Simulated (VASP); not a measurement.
K, 2 atoms in the cell. The structure is trigonal, space group P-3m1 (No. 164). The conventional cell has a = 4.985 Å, b = 4.985 Å, c = 7.491 Å, α = 90.00°, β = 90.00°, γ = 120.00°. Within 5.7 Å of K (site symmetry 3m) lie 12 K at 4.35 to 5.11 Å.  This cell differs from its parent crystal: strained and its atoms moved.

```yaml
Program: VASP 6.6.1
Task: single point
Functional: PBE
Potentials_or_basis: VASP PAW PBE potentials, release 64 (K_sv)
Cutoff: 500 eV
k_mesh: 9 × 9 × 6
Occupations: gaussian, width 0.1 eV
Spin: no spin polarisation
Dipole_correction: no
Further_INCAR_settings: ALGO = Normal; EDIFF = 1e-06; NBANDS = 16
```

Potentials or basis: VASP PAW PBE potentials, release 64 (K_sv).

Command:

```sh
$ cat potpaw_PBE.64/K_sv/POTCAR > POTCAR
$ mpirun -np 1 vasp_std > vasp.out
```

Hardware: 1 thread of Intel(R) Xeon(R) Platinum 8488C (Sapphire Rapids), with other jobs on the host.

Task: Estimate the wall time of this run.

Result: It took 96 s on 1 thread of Intel(R) Xeon(R) Platinum 8488C (Sapphire Rapids), on a shared host, peak memory 0.31 GiB. Counts: scf iterations 11, k points 62.
